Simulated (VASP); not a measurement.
Set up this calculation in VASP 6.6.1, as the native input.

```yaml
Task: single point
Functional: LDA
Potentials_or_basis: VASP PAW LDA potentials, release 64 (S, Mg)
Cutoff: 520 eV
k_mesh: 8 × 8 × 4
Occupations: fermi-dirac, width 0.05 eV
Spin: no spin polarisation
Dipole_correction: no
Further_INCAR_settings: ALGO = Normal; EDIFF = 1e-07; NBANDS = 16
```

The structure of MgS lies in POSCAR:

```
MgS
1.0
    4.1137527396      0.0000000000      0.0000000000
   -2.0568763698      3.5626143774      0.0000000000
    0.0000000000      0.0000000000      6.5584496235
S Mg
2 2
Direct
    0.6666666667      0.3333333333      0.8792441500
    0.3333333333      0.6666666667      0.3792441500
    0.3333333333      0.6666666667      0.9957548500
    0.6666666667      0.3333333333      0.4957548500
```

One way to write it, as run:

INCAR

```
PREC     = Accurate       # precision mode
ENCUT    = 520            # plane-wave cutoff, eV
EDIFF    = 1E-7           # SCF threshold, eV
ISMEAR   = -1             # smearing method
SIGMA    = 0.05           # smearing width, eV
LREAL    = F              # projectors in reciprocal space
LASPH    = T              # aspherical terms in the spheres
NELM     = 80             # most SCF steps
ALGO     = Normal         # electronic algorithm
ISIF     = 2              # what is computed and relaxed
LWAVE    = F              # write WAVECAR
LCHARG   = T              # write CHGCAR
LELF     = T              # ELF
LVHAR    = T            
NBANDS   = 16             # bands
```

KPOINTS

```
regular mesh
0
Gamma
  8 8 4
```

Potentials or basis: VASP PAW LDA potentials, release 64 (S, Mg).

The run is started by

```sh
$ cat potpaw_LDA.64/S/POTCAR potpaw_LDA.64/Mg/POTCAR > POTCAR
$ mpirun -np 1 vasp_std > vasp.out
```

Results of the run:

| Quantity | Value |
| --- | --- |
| Pressure | -5.1 GPa |
| Largest force | 0.058 eV/Å |
| Band gap on the k mesh | 2.88 eV, direct |

It took 58 s on 1 thread of Intel Xeon 8259CL (shared host), peak memory 0.2 GiB.
